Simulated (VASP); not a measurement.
A run of VASP 6.6.1:

File INCAR:

```
SYSTEM = V
ALGO     = Normal         ! electronic algorithm
EDIFF    = 1E-6           ! SCF threshold, eV
EDIFFG   = -0.04          ! ionic threshold
ENCUT    = 600            ! plane-wave cutoff, eV
GGA      = PE             ! functional
IBRION   = 2              ! ionic algorithm
ISIF     = 3              ! what is computed and relaxed
ISMEAR   = 0              ! smearing method
LASPH    = .TRUE.         ! aspherical terms in the spheres
LCHARG   = .FALSE.        ! write CHGCAR
LREAL    = .FALSE.        ! projectors in reciprocal space
LWAVE    = .FALSE.        ! write WAVECAR
NELM     = 80             ! most SCF steps
NSW      = 90             ! ionic steps
PREC     = Accurate       ! precision mode
SIGMA    = 0.1            ! smearing width, eV
```

File KPOINTS:

```
k-points
0
G
  6 6 6
  0 0 0
```

The input POSCAR:

```
V
1.0
    2.5056166549      0.0000000000      0.0000000000
    0.0000000000      2.5056166549      0.0000000000
    0.0000000000      0.0000000000      2.5672440837
V
1
Direct
    0.0000000000      0.0000000000      0.0000000000
```

Potentials or basis: VASP PAW PBE potentials, release 64 (V_sv).

Command:

```bash
$ cat potpaw_PBE.64/V_sv/POTCAR > POTCAR
$ mpirun -np 1 vasp_std > vasp.out
```

Hardware: 1 thread of Intel(R) Xeon(R) Platinum 8488C (Sapphire Rapids) (shared host).

Estimate the wall time of this run.

Wall time 19 s on 1 thread of Intel(R) Xeon(R) Platinum 8488C (Sapphire Rapids), on a shared host, peak memory 0.13 GiB. Counts: scf iterations 39, k points 40, ion steps 5.
